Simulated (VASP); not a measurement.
Input of a VASP 6.6.1 run:

The input INCAR:

```
PREC = Accurate
ENCUT = 520
EDIFF = 1E-6
ISMEAR = 0
SIGMA = 0.1
LREAL = False
LASPH = True
NELM = 80
ALGO = Normal
ISIF = 2
LWAVE = False
LCHARG = False
GGA = PS
NBANDS = 26
```

KPOINTS

```
Automatic mesh
0
Gamma
  6 6 4
```

Contents of POSCAR:

```
Hf3N
1.0
    3.0664776810      0.0000000000      0.0000000000
   -1.5332388406      2.6556475719      0.0000000000
    0.0000000000      0.0000000000      7.6091338475
Hf N
3 1
Direct
    0.0000000000      0.0000000000      0.5000000000
    0.3333333300      0.6666666700      0.1739300000
    0.6666666700      0.3333333300      0.8260700000
    0.0000000000      0.0000000000      0.0000000000
```

Potentials or basis: VASP PAW PBE potentials, release 64 (Hf_pv, N).

Launch:

```sh
$ cat potpaw_PBE.64/Hf_pv/POTCAR potpaw_PBE.64/N/POTCAR > POTCAR
$ mpirun -np 1 vasp_std > vasp.out
```

Q: What does it give for the pressure?

A: 11.9 GPa.

Q: What does it give for the band gap on the k mesh?

A: Zero (an odd number of electrons rules out a gap without spin polarisation).

Q: Estimate the largest force.

A: 1.182 eV/Å.

Stress tensor (GPa, compression positive):
```
12.79  0.00  0.00
 0.00 12.79  0.00
 0.00  0.00 10.08
```

Caveat: the k points lie up to 0.39 Å⁻¹ apart, too coarse for converged energies and pressures of a metal; the cell differs from its parent crystal (Ta replaced by Hf, lengths x 1.015, strained); the PAW data sets were made with another functional, which shifts forces and pressure a little; spin-orbit coupling is left out, which moves the levels of the heavy elements.
